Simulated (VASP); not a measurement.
A run of VASP 6.6.1:

Contents of INCAR:

```
PREC = Accurate
ENCUT = 600
EDIFF = 1E-6
ISMEAR = -1
SIGMA = 0.01
LREAL = False
LASPH = True
NELM = 120
ALGO = Normal
ISIF = 2
LWAVE = False
LCHARG = False
GGA = CA
NBANDS = 16
GGA_COMPAT = False
```

The input KPOINTS:

```
regular mesh
0
Gamma
  8 8 8
```

File POSCAR:

```
GaN
1.0
    0.0000000000      2.0916514428      2.0916514428
    2.0916514428      0.0000000000      2.0916514428
    2.0916514428      2.0916514428      0.0000000000
Ga N
1 1
Direct
    0.0000000000      0.0000000000      0.0000000000
    0.5000000000      0.5000000000      0.5000000000
```

Potentials or basis: VASP PAW LDA potentials, release 64 (Ga_d, N).

The run is started by

```console
$ cat potpaw_LDA.64/Ga_d/POTCAR potpaw_LDA.64/N/POTCAR > POTCAR
$ mpirun -np 1 vasp_std > vasp.out
```

Hardware: 1 thread of Intel Xeon 8259CL, with other jobs on the host.

Question: Estimate the wall time of this run.

Answer: Wall time 13 s on 1 thread of Intel Xeon 8259CL (shared host), peak memory 0.13 GiB. Counts: scf iterations 12, k points 29.
